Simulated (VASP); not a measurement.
# AlNi3 (Fm-3m) in VASP: further runs, part 2 of 2

VASP 6.6.1. Earlier steps stand in the parts before.

## (3) Single point, PBE, collinear spin, ferromagnetic start (12.77 Å³/atom)

The input, INCAR:

```
SYSTEM = AlNi3
ALGO = Fast ; EDIFF = 1E-7
ENCUT = 520 ; GGA = PE
ISIF = 2 ; ISMEAR = 0
ISPIN = 2 ; LASPH = .True.
LCHARG = .False. ; LMAXMIX = 4
LORBIT = 11 ; LREAL = .False.
LWAVE = .False. ; MAGMOM = 0 0.75 0.75 0.75
NBANDS = 28 ; NELM = 150
NUPDOWN = 2.25 ; PREC = Accurate
SIGMA = 0.15
```

The input, KPOINTS:

```
k-points
0
Gamma
  14 14 14
  0 0 0
```

The input, POSCAR:

```
AlNi3
1.0
    0.0000000000      2.9450746116      2.9450746116
    2.9450746116      0.0000000000      2.9450746116
    2.9450746116      2.9450746116      0.0000000000
Al Ni
1 3
Direct
    0.5000000000      0.5000000000      0.5000000000
    0.2500000000      0.2500000000      0.2500000000
    0.0000000000      0.0000000000      0.0000000000
    0.7500000000      0.7500000000      0.7500000000
```

Potentials or basis: VASP PAW PBE potentials, release 64 (Al, Ni).

Command:

```console
cat potpaw_PBE.64/Al/POTCAR potpaw_PBE.64/Ni/POTCAR > POTCAR
mpirun -np 1 vasp_std > vasp.out
```

OUTCAR:

```text
SYSTEM = AlNi3
   EDIFF = 1E-7
   ENCUT = 520
   GGA = PE
   ISIF = 2
   ISMEAR = 0
   ISPIN = 2
   LASPH = .True.
   LORBIT = 11
   LREAL = .False.
   NELM = 150
   NUPDOWN = 2.25
   PREC = Accurate

 ion  position               nearest neighbor table
   1  0.500  0.500  0.500-   2 2.55   4 2.55   2 2.55   2 2.55   2 2.55   4 2.55   4 2.55   4 2.55
                             3 2.95   3 2.95   3 2.95   3 2.95   3 2.95   3 2.95
   2  0.250  0.250  0.250-   1 2.55   3 2.55   3 2.55   3 2.55   3 2.55   1 2.55   1 2.55   1 2.55
                             4 2.95   4 2.95   4 2.95   4 2.95   4 2.95   4 2.95
   3  0.000  0.000  0.000-   2 2.55   4 2.55   4 2.55   4 2.55   4 2.55   2 2.55   2 2.55   2 2.55
                             1 2.95   1 2.95   1 2.95   1 2.95   1 2.95   1 2.95
   4  0.750  0.750  0.750-   1 2.55   3 2.55   1 2.55   1 2.55   1 2.55   3 2.55   3 2.55   3 2.55
                             2 2.95   2 2.95   2 2.95   2 2.95   2 2.95   2 2.95

  LATTYP: Found a face centered cubic cell.
 ALAT       =     5.8901492232

  Lattice vectors:

 A1 = (   0.0000000000,   2.9450746116,   2.9450746116)
 A2 = (   2.9450746116,   0.0000000000,   2.9450746116)
 A3 = (   2.9450746116,   2.9450746116,   0.0000000000)

Analysis of symmetry for initial positions (statically):
=====================================================================
 Subroutine PRICEL returns:
 Original cell was already a primitive cell.

 Routine SETGRP: Setting up the symmetry group for a
 face centered cubic supercell.

 Subroutine GETGRP returns: Found 48 space group operations
 (whereof 48 operations were pure point group operations)
 out of a pool of 48 trial point group operations.

The static configuration has the point symmetry O_h .

Analysis of symmetry for dynamics (positions and initial velocities):
=====================================================================
 Subroutine PRICEL returns:
 Original cell was already a primitive cell.

 Routine SETGRP: Setting up the symmetry group for a
 face centered cubic supercell.

 Subroutine GETGRP returns: Found 48 space group operations
 (whereof 48 operations were pure point group operations)
 out of a pool of 48 trial point group operations.

The dynamic configuration has the point symmetry O_h .

Analysis of structural, dynamic, and magnetic symmetry:
=====================================================================
 Subroutine PRICEL returns:
 Original cell was already a primitive cell.

 Routine SETGRP: Setting up the symmetry group for a
 face centered cubic supercell.

 Subroutine GETGRP returns: Found 48 space group operations
 (whereof 48 operations were pure point group operations)
 out of a pool of 48 trial point group operations.

The overall configuration has the point symmetry O_h .

 Subroutine INISYM returns: Found 48 space group operations
 (whereof 48 operations are pure point group operations),
 and found     1 'primitive' translations

----------------------------------------------------------------------------------------

                                     Primitive cell

  volume of cell :      51.0880

  direct lattice vectors                    reciprocal lattice vectors
     0.000000000  2.945074612  2.945074612    -0.169774986  0.169774986  0.169774986
     2.945074612  0.000000000  2.945074612     0.169774986 -0.169774986  0.169774986
[... 90 lines left out ...]
   LREAL  =      F    real-space projection
   EDIFFG = 0.1E-05   stopping-criterion for IOM
   NSW    =      0    number of steps for IOM
   IBRION =     -1    ionic relax: 0-MD 1-quasi-New 2-CG
   NFREE  =      0    steps in history (QN), initial steepest desc. (CG)
   ISIF   =      2    stress and relaxation
   ISYM   =      2    0-nonsym 1-usesym 2-fastsym
   POTIM  = 0.5000    time-step for ionic-motion
   TEBEG  =    0.0;   TEEND  =   0.0 temperature during run
   PSTRESS=    0.0 pullay stress
   NELECT =      33.0000    total number of electrons
   NUPDOWN=       2.2500    fix difference up-down
   EMIN   =  10.00;   EMAX   =-10.00  energy-range for DOS
   EFERMI =   0.00;   METHOD = LEGACY
   ISMEAR =     0;   SIGMA  =   0.15  broadening in eV -4-tet -1-fermi 0-gaus
   EFERMI_NEDOS =   21; number of points for ismear=-14 and -15
   IALGO  =     68    algorithm
   IMIX   =      4    mixing-type and parameters
     AMIX     =   0.40;   BMIX     =  1.00
     AMIX_MAG =   1.60;   BMIX_MAG =  1.00
  volume/ion in A,a.u.               =      12.77        86.19
  Fermi-wavevector in a.u.,A,eV,Ry     =   1.415163  2.674271 27.248207  2.002687
  Thomas-Fermi vector in A             =   2.536630
   LORBIT       =     11    0 simple, 1 ext, 2 COOP (PROOUT), +10 PAW based schemes
   GGA     = PE    functional components
   LHFCALC =     F    Hartree Fock is set to
   AEXX    =    0.0000 exact exchange contribution
   IVDW    =     0    specifies the selected vdW correction
   LEPSILON=     F    determine dielectric tensor
   LRPA    =     F    only Hartree local field effects (RPA)
 spin polarized calculation
 RMM-DIIS sequential band-by-band and
 Gauss-broadening in eV      SIGMA  =   0.15
  energy-cutoff  :      520.00
  volume of cell :       51.09
 maximum number of plane-waves:      1392
   NGX = 15   NGY = 15   NGZ = 15

 number of electron      33.0000029 magnetization       2.2500003

 Free energy of the ion-electron system (eV)
  ---------------------------------------------------
  ext. energy  EPLUGINS =         0.00000000
  ---------------------------------------------------
  free energy    TOTEN  =       -21.02601565 eV

  energy without entropy =      -20.94440763  energy(sigma->0) =      -20.98521164

 E-fermi :   7.8674     XC(G=0): -12.0429

 val. band max:        8.6990232486   @ k =   0.5000   0.2857   0.0714
 cond. band min:       7.8686884860   @ k =  -0.3571   0.3571   0.0714
 fundamental gap:     -0.8303347625
 Fermi energy:         8.7016131663

 spin component 1

 k-point     1 :       0.0000    0.0000    0.0000
  band No.  band energies     occupation
      1      -1.2131      1.00000
      2       4.7213      1.00000
      3       4.7213      1.00000
      4       4.8493      1.00000
      5       4.8493      1.00000
      6       4.8493      1.00000
[... 733 lines left out ...]
     27      20.4857      0.00000
     28      20.6834      0.00000

 [... further k-points ...]

 spin component 2

 k-point     1 :       0.0000    0.0000    0.0000
  band No.  band energies     occupation
      1      -1.1028      1.00000
      2       5.2669      1.00000
      3       5.2669      1.00000
      4       5.2868      1.00000
      5       5.2868      1.00000
      6       5.2868      1.00000
[... 733 lines left out ...]
     27      20.6847      0.00000
     28      20.8714      0.00000

 [... further k-points ...]

------------------------ aborting loop because EDIFF is reached ----------------------------------------

  FORCE on cell =-STRESS in cart. coord.  units (eV):
  Direction    XX          YY          ZZ          XY          YZ          ZX
  --------------------------------------------------------------------------------------
  -------------------------------------------------------------------------------------
  Total       -3.9967221     -3.9967221     -3.9967221      0.0000000     -0.0000000      0.0000000
  in kB     -125.3417139   -125.3417139   -125.3417139      0.0000000     -0.0000000      0.0000000
  external PRESSURE =    -125.3417139 kB  Pullay stress =       0.0000000 kB

 VOLUME and BASIS-vectors are now :
 -----------------------------------------------------------------------------
  energy-cutoff  :      520.00
  volume of cell :       51.09
      direct lattice vectors                 reciprocal lattice vectors
     0.000000000  2.945074612  2.945074612    -0.169774986  0.169774986  0.169774986
     2.945074612  0.000000000  2.945074612     0.169774986 -0.169774986  0.169774986
     2.945074612  2.945074612  0.000000000     0.169774986  0.169774986 -0.169774986

 POSITION                                       TOTAL-FORCE (eV/Angst)
 -----------------------------------------------------------------------------------
      2.94507      2.94507      2.94507         0.000000     -0.000000     -0.000000
      1.47254      1.47254      1.47254        -0.000000     -0.000000      0.000000
      0.00000      0.00000      0.00000         0.000000     -0.000000     -0.000000
      4.41761      4.41761      4.41761         0.000000      0.000000      0.000000
 -----------------------------------------------------------------------------------
    total drift:                               -0.000000     -0.000000      0.000000

  FREE ENERGIE OF THE ION-ELECTRON SYSTEM (eV)
  ---------------------------------------------------
  free  energy   TOTEN  =       -21.0260156541 eV

  energy  without entropy=      -20.9444076350  energy(sigma->0) =      -20.98521164

 total charge

# of ion       s       p       d       tot
------------------------------------------
    1        0.393   0.365   0.000   0.758
    2        0.441   0.428   8.331   9.200
    3        0.439   0.415   8.275   9.129
    4        0.441   0.428   8.331   9.200
--------------------------------------------------
tot          1.714   1.636  24.937  28.287

 magnetization (x)

# of ion       s       p       d       tot
------------------------------------------
    1        0.003   0.018   0.000   0.021
    2        0.016   0.020   0.630   0.667
    3        0.008   0.020   0.783   0.812
    4        0.016   0.020   0.630   0.667
--------------------------------------------------
tot          0.044   0.079   2.043   2.167
```

OSZICAR:

```text
N       E                     dE             d eps       ncg     rms          rms(c)
DAV:   1     0.192849547362E+03    0.19285E+03   -0.13831E+04 11824   0.145E+03
DAV:   2    -0.130490523956E+02   -0.20590E+03   -0.19224E+03 11716   0.286E+02
DAV:   3    -0.244131761560E+02   -0.11364E+02   -0.10694E+02 12836   0.850E+01
DAV:   4    -0.246193037721E+02   -0.20613E+00   -0.20571E+00 13356   0.107E+01
DAV:   5    -0.246273198778E+02   -0.80161E-02   -0.80152E-02 13572   0.189E+00    0.171E+01
RMM:   6    -0.248396283583E+02   -0.21231E+00   -0.32277E+01 13128   0.574E+01    0.202E+01
RMM:   7    -0.211741622984E+02    0.36655E+01   -0.80684E+00 12339   0.295E+01    0.752E+00
RMM:   8    -0.213025898145E+02   -0.12843E+00   -0.45989E-01 12790   0.636E+00    0.755E+00
RMM:   9    -0.210349245656E+02    0.26767E+00   -0.12551E-01 12968   0.358E+00    0.139E+00
RMM:  10    -0.210298425109E+02    0.50821E-02   -0.93405E-03 13234   0.567E-01    0.563E-01
RMM:  11    -0.210261752147E+02    0.36673E-02   -0.31648E-03 14722   0.342E-01    0.237E-01
RMM:  12    -0.210259768421E+02    0.19837E-03   -0.83240E-04 15234   0.191E-01    0.104E-01
RMM:  13    -0.210260093533E+02   -0.32511E-04   -0.20776E-04 16765   0.901E-02    0.562E-02
RMM:  14    -0.210260149547E+02   -0.56014E-05   -0.34777E-05 16417   0.322E-02    0.239E-02
RMM:  15    -0.210260155815E+02   -0.62682E-06   -0.54332E-06 16353   0.134E-02    0.868E-03
RMM:  16    -0.210260154733E+02    0.10818E-06   -0.97257E-07 13540   0.723E-03    0.281E-03
RMM:  17    -0.210260155768E+02   -0.10353E-06   -0.32126E-07 10193   0.314E-03    0.166E-03
RMM:  18    -0.210260156541E+02   -0.77289E-07   -0.65996E-08  7161   0.183E-03
   1 F= -.21026016E+02 E0= -.20985212E+02  d E =-.816080E-01  mag=     2.2500
```

stdout:

```text
POSCAR found type information on POSCAR AlNi
 POSCAR found :  2 types and       4 ions
 scaLAPACK will be used
 LDA part: xc-table for (Slater+PW92), standard interpolation
 POSCAR, INCAR and KPOINTS ok, starting setup
 FFT: planning ... GRIDC
 FFT: planning ... GRID_SOFT
 FFT: planning ... GRID
 WAVECAR not read
 entering main loop
WARNING in EDDRMM: call to ZHEGV failed, returncode =   8  4     26
WARNING in EDDRMM: call to ZHEGV failed, returncode =   6  3     28
WARNING in EDDRMM: call to ZHEGV failed, returncode =   6  3     28
```

It took 10 min on 1 thread of Oxide Virtual Turin-like, shared host; peak memory 0.32 GiB.

What came out:

```
Free energy                                           : -21.0260 eV
Pressure                                              : -12.5 GPa
Net moment                                            : 2.25 μB per cell
Site moments                                          : Al +0.02; Ni +0.67, +0.81 (each value once) μB
Valence electrons inside the program's atomic spheres : Al 0.76; Ni 9.20, 9.13 (each value once)
```

Caveat: the cell stands under tension; the total moment is fixed, so each spin has its own Fermi level and the state may be an excited one.
